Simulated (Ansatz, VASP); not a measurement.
# One calculation of Cd3Te2S, two programs

INCAR

```
SYSTEM = Cd3Te2S
ALGO = Normal
EDIFF = 1E-6
ENCUT = 520
GGA = PE
ISIF = 2
ISMEAR = 0
LASPH = .True.
LCHARG = .False.
LREAL = .False.
LWAVE = .False.
NBANDS = 36
NELM = 60
PREC = Accurate
SIGMA = 0.1
```

Contents of KPOINTS:

```
k-points
0
Gamma
  4 4 4
  0 0 0
```

File POSCAR:

```
Cd3Te2S
1.0
    4.4024840700      0.0000000000      0.0000000000
    0.0000000000      4.4024840700      0.0000000000
    0.0000000000      0.0000000000      7.3232504600
Cd Te S
3 2 1
Direct
    0.0000000000      0.0000000000      0.0000000000
    0.5000000000      0.0000000000      0.6756250300
    0.0000000000      0.5000000000      0.3243749700
    0.5000000000      0.0000000000      0.2671410100
    0.0000000000      0.5000000000      0.7328589900
    0.5000000000      0.5000000000      0.0000000000
```

Input for Ansatz:

```yaml
crystal:
  lattice:
    - [4.40248407, 0.0, 0.0]
    - [0.0, 4.40248407, 0.0]
    - [0.0, 0.0, 7.32325046]
  atoms:
    - { symbol: Cd, position: [0.0, 0.0, 0.0] }
    - { symbol: Cd, position: [0.5, 0.0, 0.67562503] }
    - { symbol: Cd, position: [0.0, 0.5, 0.32437497] }
    - { symbol: Te, position: [0.5, 0.0, 0.26714101] }
    - { symbol: Te, position: [0.0, 0.5, 0.73285899] }
    - { symbol: S, position: [0.5, 0.5, 0.0] }
basis:
  ecutwfc: 420
kpoints:
  mp_grid: { grid: [4, 4, 4] }
hamiltonian:
  xc: pbe
scf:
  occupations: { method: gaussian, width: 0.1 }
  lower_state_search: "off"
output:
  forces: true
  stress: true
  eigenvalues: true
```

Change from the starting cell: species swapped into the Mn3CoAs2 type (P-4m2, No. 115).

Alike in both runs: task single point; functional PBE; k mesh 4 × 4 × 4; occupations gaussian, width 0.1 eV; no spin polarisation.

|  | VASP | Ansatz |
| --- | --- | --- |
| version | VASP 6.6.1 | Ansatz 0.2.0 |
| potentials or method | VASP PAW PBE potentials, release 64 (Cd, Te, S), cutoff 520 eV | scalar-relativistic, plane waves, PAW |
| valence electrons in the cell | 54 | 98 |

VASP gave:

```
gap on the k mesh at the Fermi level (eV)                     : none
pressure (GPa)                                                : 7.2
traceless stress, the component that is largest in VASP (GPa) : 2.60
rms of the force components (eV/Å)                            : 0.470
```

Task: Estimate Ansatz's values.

Result: gap on the k mesh at the Fermi level (eV): none; pressure (GPa): 7.0; traceless stress, the component that is largest in VASP (GPa): 2.63; rms of the force components (eV/Å): 0.470.

Atom by atom the forces differ by 0.002 eV/Å (rms over components). A gap of «none» marks a metal or a gap that the smearing closes. VASP's potentials hold 54 valence electrons a cell and Ansatz's 98, so a difference there can come from the potentials and not from the codes.

Spin-orbit coupling is off throughout.
